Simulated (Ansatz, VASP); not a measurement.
## CdS: VASP beside Ansatz

File POSCAR:

```
CdS
1.0
    4.1245340209      0.0000000000      0.0000000000
   -2.0622670104      3.5719512409      0.0000000000
    0.0000000000      0.0000000000      6.7092066446
Cd S
2 2
Direct
    0.3333333333      0.6666666667      0.0001786402
    0.6666666667      0.3333333333      0.5001786402
    0.3333333333      0.6666666667      0.3768213598
    0.6666666667      0.3333333333      0.8768213598
```

Contents of INCAR.step1:

```
PREC = Accurate ; ENCUT = 520
ISMEAR = 0 ; SIGMA = 0.01
LREAL = F ; LASPH = T
NELM = 80 ; NBANDS = 26
GGA = PE ; ALGO = Normal
EDIFF = 1E-4 ; LWAVE = T
LCHARG = F
```

Contents of INCAR.step2:

```
PREC = Accurate ; ENCUT = 520
EDIFF = 1E-6 ; ISMEAR = 0
SIGMA = 0.01 ; LREAL = F
LASPH = T ; NELM = 80
ALGO = Normal ; ISIF = 2
LWAVE = F ; LCHARG = T
METAGGA = R2SCAN ; LMIXTAU = T
LELF = T ; LVHAR = T
NBANDS = 26 ; ISTART = 1
```

KPOINTS

```
Automatic mesh
0
Gamma
  9 9 4
```

Input for Ansatz:

```yaml
crystal:
  lattice:
    - [4.1245340209, 0.0, 0.0]
    - [-2.0622670104, 3.5719512409, 0.0]
    - [0.0, 0.0, 6.7092066446]
  atoms:
    - { symbol: Cd, position: [0.3333333333, 0.6666666667, 0.0001786402] }
    - { symbol: Cd, position: [0.6666666667, 0.3333333333, 0.5001786402] }
    - { symbol: S, position: [0.3333333333, 0.6666666667, 0.3768213598] }
    - { symbol: S, position: [0.6666666667, 0.3333333333, 0.8768213598] }
basis:
  ecutwfc: 500
  xc_grid: 2
kpoints:
  mp_grid: { grid: [9, 9, 4] }
hamiltonian:
  xc: r2scan
  pseudopotentials: { kind: paw, azcp: { folder: soft_1 } }
scf:
  occupations: { method: fixed }
output:
  forces: true
  stress: true
  eigenvalues: true
  polarization: {}
```

Change from the starting cell: polar distortion scaled by 1.00.

Alike in both runs: task single point; functional r2SCAN; k mesh 9 × 9 × 4; no spin polarisation.

```csv
,VASP,Ansatz
version,VASP 6.6.1,Ansatz 0.2.0
potentials or method,"VASP PAW PBE potentials, release 64 (Cd, S), cutoff 520 eV","scalar-relativistic, plane waves, PAW"
occupations,"gaussian, width 0.01 eV",fixed
valence electrons in the cell,36,52
```

Ansatz gave:

| Item | Value |
| --- | --- |
| gap on the k mesh at the Fermi level (eV) | 1.69 |
| least direct gap on the mesh (eV) | 1.69 |
| pressure (GPa) | 1.8 |

Task: Estimate VASP's values.

Result: gap on the k mesh at the Fermi level (eV): 1.69; least direct gap on the mesh (eV): 1.69; pressure (GPa): 2.1.

VASP's potentials were made for PBE, not for r2SCAN. VASP's potentials hold 36 valence electrons a cell and Ansatz's 52, so a difference there can come from the potentials and not from the codes.
